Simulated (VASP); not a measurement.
A run of VASP 6.6.1:

Contents of INCAR:

```
PREC = Accurate ; ENCUT = 520
EDIFF = 1E-6 ; ISMEAR = 0
SIGMA = 0.15 ; LREAL = False
LASPH = True ; NELM = 60
ALGO = Fast ; ISIF = 2
LWAVE = False ; LCHARG = False
GGA = PE ; NBANDS = 14
```

Contents of KPOINTS:

```
regular mesh
0
Gamma
  16 16 16
```

The input POSCAR:

```
AlNi
1.0
    1.8929072105     -1.8928758863      0.0000000000
    1.8929072105      1.8928758863      0.0000000000
    0.0000000000      0.0000000000      2.9004437058
Al Ni
1 1
Direct
    0.0000000000      0.0000000000      0.0000000000
    0.5000000000      0.5000000000      0.5000000000
```

Potentials or basis: VASP PAW PBE potentials, release 64 (Al, Ni).

The run is started by

```console
$ cat potpaw_PBE.64/Al/POTCAR potpaw_PBE.64/Ni/POTCAR > POTCAR
$ mpirun -np 1 vasp_std > vasp.out
```

Hardware: 1 thread of Intel(R) Xeon(R) Platinum 8488C (Sapphire Rapids), on a shared host.

**Question.** How long does it take, and how much memory?

**Answer.** It took 93 s on 1 thread of Intel(R) Xeon(R) Platinum 8488C (Sapphire Rapids) (shared host), peak memory 0.3 GiB. Counts: scf iterations 15, k points 657.
